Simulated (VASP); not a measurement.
Runs of VASP 6.6.1 on ScAlN2. The structure is that of space group P4/mmm (No. 123), or close to it. The cells are those of the table. 

```csv
level,cell,gap on the mesh (eV),pressure (GPa)
PBE,"a = 3.120, b = 3.120, c = 4.431 Å, 4 atoms",0.82,-10.4
r2SCAN,"a = 3.104, b = 3.104, c = 4.404 Å, 4 atoms",(b),-11.2
r2SCAN,"a = 3.014, b = 3.014, c = 4.275 Å, 4 atoms",1.06,8.7
r2SCAN,"a = 3.075, b = 3.075, c = 4.362 Å, 4 atoms",(a),-5.5
r2SCAN,"a = 2.982, b = 2.982, c = 4.231 Å, 4 atoms",0.99,17.6
PBE,"a = 3.090, b = 3.090, c = 4.389 Å, 4 atoms",0.77,-5.3
PBE,"a = 3.029, b = 3.029, c = 4.302 Å, 4 atoms",(c),7.7
PBE,"a = 2.997, b = 2.997, c = 4.257 Å, 4 atoms",0.58,15.9
```

Alike in all rows: task single point; potentials or basis VASP PAW PBE potentials, release 64 (Sc_sv, N, Al); no spin polarisation; k mesh 8 × 8 × 6; cutoff (eV) 520; smearing gaussian 0.01 eV.

Problem. Estimate the missing entries.

Solution. (a) 1.18; (b) 1.23; (c) 0.65.

Caveats: the PAW data sets were made with another functional, which shifts forces and pressure a little (some runs).

A k mesh can miss the band edges.
